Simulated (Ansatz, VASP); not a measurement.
## Li2NbO6: VASP beside Ansatz

```xyz
9
Lattice="5.8836 0.0000 0.0000 -2.9418 5.0953 0.0000 0.0000 0.0000 4.9422" Properties=species:S:1:pos:R:3 pbc="T T T"
Li    0.0000    3.3969    3.7066
Li    2.9418    1.6984    1.2355
Nb    0.0000    0.0000    0.0000
O     2.9418    3.3969    3.7066
O     1.4709    0.8492    3.7066
O     4.4127    0.8492    3.7066
O     0.0000    1.6984    1.2355
O     1.4709    4.2461    1.2355
O    -1.4709    4.2461    1.2355
```

Alike in both runs: task single point; functional PBE; k mesh 3 × 3 × 4; occupations gaussian, width 0.1 eV; collinear spin.

|  | VASP | Ansatz |
| --- | --- | --- |
| version | VASP 6.6.1 | Ansatz 0.2.0 |
| potentials or method | VASP PAW PBE potentials, release 64 (Li_sv, Nb_sv, O), cutoff 520 eV | scalar-relativistic, plane waves, PAW |
| valence electrons in the cell | 55 | 55 |

```csv
,VASP,Ansatz,Ansatz less VASP
gap on the k mesh at the Fermi level (eV),none,none,-
rms of the force components (eV/Å),0.901,0.905,+0.0036
net moment per atom (μB),0.56,0.56,0.000
size of the moment on the site where the two differ most (μB),0.34,0.20,-0.136
```

Site moments also hang on the region over which each program counts them. Atom by atom the forces differ by 0.004 eV/Å (rms over components). A gap of «none» marks a metal or a gap that the smearing closes. With one functional, cell and mesh, what is left measures potentials, basis and numerics. Ansatz's warnings: no starting moments.

The k mesh is coarse, so the values compare programs but aren't converged. Noted on VASP's run: the cutoff is short for stress, so the pressure is rough.
